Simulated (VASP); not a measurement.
Wanted: the native input for a VASP 6.6.1 run.

- Task: single point
- Functional: revPBE
- Potentials or basis: VASP PAW PBE potentials, release 64 (Ba_sv)
- Cutoff: 520 eV
- k mesh: 14 × 14 × 14
- Occupations: fermi-dirac, width 0.1 eV
- Spin: no spin polarisation
- Dipole correction: no
- Further INCAR settings: ALGO = Normal; EDIFF = 1e-06; NBANDS = 11

The structure of Ba lies in POSCAR:

```
Ba
1.0
   -2.5936944935      2.5936944935      2.5936944935
    2.5936944935     -2.5936944935      2.5936944935
    2.5936944935      2.5936944935     -2.5936944935
Ba
1
Direct
    0.0000000000      0.0000000000      0.0000000000
```

These files were run (other wordings do the same):

INCAR

```
ALGO = Normal
EDIFF = 1E-6
ENCUT = 520
GGA = RE
ISIF = 2
ISMEAR = -1
LASPH = True
LCHARG = False
LREAL = False
LWAVE = False
NBANDS = 11
NELM = 100
PREC = Accurate
SIGMA = 0.1
```

KPOINTS

```
k-points
0
Gamma
  14 14 14
```

Potentials or basis: VASP PAW PBE potentials, release 64 (Ba_sv).

Run with:

```sh
$ cat potpaw_PBE.64/Ba_sv/POTCAR > POTCAR
$ mpirun -np 1 vasp_std > vasp.out
```

Results of the run:

```
Pressure               : -0.2 GPa
Band gap on the k mesh : zero (bands 5 and 6 overlap by 0.76 eV)
```

Caveat: the PAW data sets were made with another functional, which shifts forces and pressure a little; spin-orbit coupling is left out, which moves the levels of the heavy elements.

It took 44 s on 1 thread of AMD EPYC 9R45 96-Core Processor (Zen 5), with other jobs on the host, peak memory 0.22 GiB.
